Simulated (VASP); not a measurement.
Crystal: BaTiO3.

```
CELL_PARAMETERS angstrom
3.99980 0.00000 0.00000
0.00000 3.99980 0.00000
0.00000 0.00000 4.01800
ATOMIC_POSITIONS crystal
Ba 0.00000 0.00000 0.00000
Ti 0.50000 0.50000 0.49000
O 0.50000 0.50000 0.01900
O 0.50000 0.00000 0.51700
O 0.00000 0.50000 0.51700
```

Base run:

- Program: VASP 6.6.1
- Functional: PBE
- Potentials or basis: VASP PAW PBE potentials, release 64 (Ba_sv, Ti_sv, O)
- Cutoff: 520 eV
- k mesh: 6 × 6 × 6
- Occupations: gaussian, width 0.01 eV
- Spin: no spin polarisation
- Hubbard terms: Ti d U = 6.0 eV

Its results: band gap on the k mesh 2.52 eV, indirect (least direct gap 2.84 eV); pressure 9.1 GPa; largest force 0.768 eV/Å.

Task: After a change of settings the same cell gave: band gap on the k mesh 2.12 eV, indirect (least direct gap 2.43 eV); pressure 6.7 GPa; largest force 0.322 eV/Å. Which change was it?
A. hubbard terms from Ti d U = 6.0 eV to Ti d U = 1.5 eV
B. hubbard terms from Ti d U = 6.0 eV to Ti d U = 3.0 eV
C. hubbard terms from Ti d U = 6.0 eV to none

Result: B.

Caveats: spin-orbit coupling is left out, which moves the levels of the heavy elements.
